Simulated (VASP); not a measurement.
TeP2: single point with PBE

The system is TeP2.

```
Te P
1.0
     0.00000    3.11575    3.11575
     3.11575    0.00000    3.11575
     3.11575    3.11575    0.00000
Te P
1 2
Direct
  0.00000 0.00000 0.00000
  0.25000 0.25000 0.25000
  0.75000 0.75000 0.75000
```

```
Program             : VASP 6.6.1
Task                : single point
Functional          : PBE
Potentials or basis : VASP PAW PBE potentials, release 64 (Te, P)
Cutoff              : 520 eV
k mesh              : 6 × 6 × 6
Occupations         : gaussian, width 0.1 eV
Spin                : no spin polarisation
```

```yaml
Pressure: 12.0 GPa
Band_gap_on_the_k_mesh: zero (band 8 reaches 9.64 eV, above the bottom of band 9 at 4.95 eV)
```

Levels at points of the mesh, in eV from the Fermi level:
| k point | band 6 | band 7 | band 8 | band 9 | band 10 | band 11 |
| --- | --- | --- | --- | --- | --- | --- |
| (0.00, 0.00, 0.00) | -3.97 | -3.43 | -3.43 | -3.43 | 1.41 | 1.41 |
| (0.50, 0.00, 0.00) | -2.84 | -2.54 | -2.54 | 1.42 | 2.85 | 2.85 |
| (0.50, 0.50, 0.00) | -3.00 | 1.09 | 1.09 | 1.64 | 2.12 | 3.71 |

Wall time 10 s on 1 thread of Intel(R) Xeon(R) 6975P-C (Granite Rapids), with other jobs on the host, peak memory 0.2 GiB.

Caveat: spin-orbit coupling is left out, which moves the levels of the heavy elements.
